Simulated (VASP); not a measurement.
Wanted: the native input for a VASP 6.6.1 run.

- Task: single point
- Functional: PBE
- Potentials or basis: VASP PAW PBE potentials, release 64 (Hf_pv, V_sv, S)
- Cutoff: 520 eV
- k mesh: 6 × 6 × 4
- Occupations: gaussian, width 0.1 eV
- Spin: collinear spin, ferromagnetic start
- Starting moments: [0.0, 2.0, 0.0, 0.0, 0.0] μB
- Dipole correction: no
- Further INCAR settings: ALGO = Normal; EDIFF = 1e-07; NBANDS = 32

The structure of HfVS3 lies in POSCAR:

```
HfVS3
1.0
    4.1552731700      0.0000000000      0.0000000000
   -2.0776365900      3.5985721300      0.0000000000
    0.0000000000      0.0000000000      6.7467021500
Hf V S
1 1 3
Direct
    0.0000000000      0.0000000000      0.5000000000
    0.3333333300      0.6666666700      0.5000000000
    0.3333333300      0.6666666700      0.7975860600
    0.3333333300      0.6666666700      0.2024139400
    0.0000000000      0.0000000000      0.0000000000
```

The cell was built from a structure type or drawn by symmetry, and may not be a known phase.

These files were run (other wordings do the same):

INCAR

```
SYSTEM = HfVS3
PREC = Accurate
ENCUT = 520
EDIFF = 1E-7
ISMEAR = 0
SIGMA = 0.1
LREAL = .False.
LASPH = .True.
NELM = 150
ALGO = Normal
ISIF = 2
LWAVE = .False.
LCHARG = .False.
ISPIN = 2
MAGMOM = 0 2 0 0 0
LORBIT = 11
LMAXMIX = 4
GGA = PE
NBANDS = 32
```

KPOINTS

```
regular mesh
0
Gamma
  6 6 4
  0 0 0
```

Potentials or basis: VASP PAW PBE potentials, release 64 (Hf_pv, V_sv, S).

Command:

```sh
$ cat potpaw_PBE.64/Hf_pv/POTCAR potpaw_PBE.64/V_sv/POTCAR potpaw_PBE.64/S/POTCAR > POTCAR
$ mpirun -np 1 vasp_std > vasp.out
```

It gave:

| Property | Result |
| --- | --- |
| Pressure | 14.1 GPa |
| Largest force | 1.418 eV/Å |
| Net moment | 0.38 μB per cell |
| Site moments | Hf +0.12; V +0.28; S -0.01 μB |
| Valence electrons inside the program's atomic spheres | Hf 8.36; V 12.40; S 3.65, 3.55 (each value once) |

Caveat: the cell stands under pressure; forces of over 1 eV/Å act on the atoms, so gaps and moduli don't describe the material at rest.

Wall time 2.9 min on 1 thread of Intel(R) Xeon(R) Platinum 8259CL CPU @ 2.50GHz (Skylake/Cascade Lake), with other jobs on the host, peak memory 0.32 GiB.
